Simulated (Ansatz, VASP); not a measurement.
## One calculation of SnO2, two programs

INCAR

```
ALGO     = Normal         # electronic algorithm
EDIFF    = 1E-6           # SCF threshold, eV
ENCUT    = 520            # plane-wave cutoff, eV
ISIF     = 2              # what is computed and relaxed
ISMEAR   = 0              # smearing method
LASPH    = T              # aspherical terms in the spheres
LCHARG   = F              # write CHGCAR
LREAL    = F              # projectors in reciprocal space
LWAVE    = F              # write WAVECAR
NBANDS   = 35             # bands
NELM     = 100            # most SCF steps
PREC     = Accurate       # precision mode
SIGMA    = 0.05           # smearing width, eV
```

File KPOINTS:

```
k-points
0
Gamma
  10 10 10
```

The input POSCAR:

```
SnO2
1.0
   -1.9861130355      1.9861130355      5.0138152757
    1.9861130355     -1.9861130355      5.0138152757
    1.9861130355      1.9861130355     -5.0138152757
Sn O
2 4
Direct
    0.7500000000      0.2500000000      0.5000000000
    0.0000000000      0.0000000000      0.0000000000
    0.7969975836      0.7969975836      0.0000000000
    0.9530024164      0.4530024164      0.5000000000
    0.2030024164      0.2030024164      0.0000000000
    0.5469975836      0.0469975836      0.5000000000
```

Input for Ansatz:

```yaml
crystal:
  lattice:
    - [-1.9861130355, 1.9861130355, 5.0138152757]
    - [1.9861130355, -1.9861130355, 5.0138152757]
    - [1.9861130355, 1.9861130355, -5.0138152757]
  atoms:
    - { symbol: Sn, position: [0.75, 0.25, 0.5] }
    - { symbol: Sn, position: [0.0, 0.0, 0.0] }
    - { symbol: O, position: [0.7969975836, 0.7969975836, 0.0] }
    - { symbol: O, position: [0.9530024164, 0.4530024164, 0.5] }
    - { symbol: O, position: [0.2030024164, 0.2030024164, 0.0] }
    - { symbol: O, position: [0.5469975836, 0.0469975836, 0.5] }
basis:
  ecutwfc: 420
kpoints:
  mp_grid: { grid: [10, 10, 10] }
hamiltonian:
  xc: lda
scf:
  occupations: { method: gaussian, width: 0.05 }
output:
  forces: true
  stress: true
  eigenvalues: true
```

Change from the starting cell: strain -0.0150 x Voigt [0, 0, 1, 0, 0, 0], atoms carried along.

Alike in both runs: task single point; functional LDA; k mesh 10 × 10 × 10; occupations gaussian, width 0.05 eV; no spin polarisation.

|  | VASP | Ansatz |
| --- | --- | --- |
| version | VASP 6.6.1 | Ansatz 0.2.0 |
| potentials or method | VASP PAW LDA potentials, release 64 (Sn_d, O), cutoff 520 eV | scalar-relativistic, plane waves, PAW |
| valence electrons in the cell | 52 | 52 |

```tsv
	VASP	Ansatz	Ansatz less VASP
gap on the k mesh at the Fermi level (eV)	1.98	1.95	-0.031
least direct gap on the mesh (eV)	2.40	2.37	-0.032
pressure (GPa)	4.4	3.4	-1.00
traceless stress, the component that is largest in VASP (GPa)	3.22	2.88	-0.334
rms of the force components (eV/Å)	0.166	0.144	-0.0224
```

LDA's correlation is that of Perdew and Zunger in VASP and of Perdew and Wang (1992) in Ansatz. Atom by atom the forces differ by 0.022 eV/Å (rms over components).
